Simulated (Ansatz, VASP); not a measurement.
# One calculation of PbS, two programs

```
Pb S
1.0
     0.00000    2.92267    2.92267
     2.92267    0.00000    2.92267
     2.92267    2.92267    0.00000
Pb S
1 1
Direct
  0.00000 0.00000 0.00000
  0.50000 0.50000 0.50000
```

Alike in both runs: task single point; functional LDA; k mesh 12 × 12 × 12; occupations fermi-dirac, width 0.08 eV; no spin polarisation.

|  | VASP | Ansatz |
| --- | --- | --- |
| version | VASP 6.6.1 | Ansatz 0.2.0 |
| potentials or method | VASP PAW LDA potentials, release 64 (Pb_d, S), cutoff 520 eV | all-electron LAPW, scalar-relativistic |

|  | VASP | Ansatz | Ansatz less VASP |
| --- | --- | --- | --- |
| pressure (GPa) | 0.1 | 0.0 | -0.05 |

LDA's correlation is that of Perdew and Zunger in VASP and of Perdew and Wang (1992) in Ansatz. Ansatz ran all-electron here, and VASP with PAW potentials.

Neither program's run includes spin-orbit coupling.
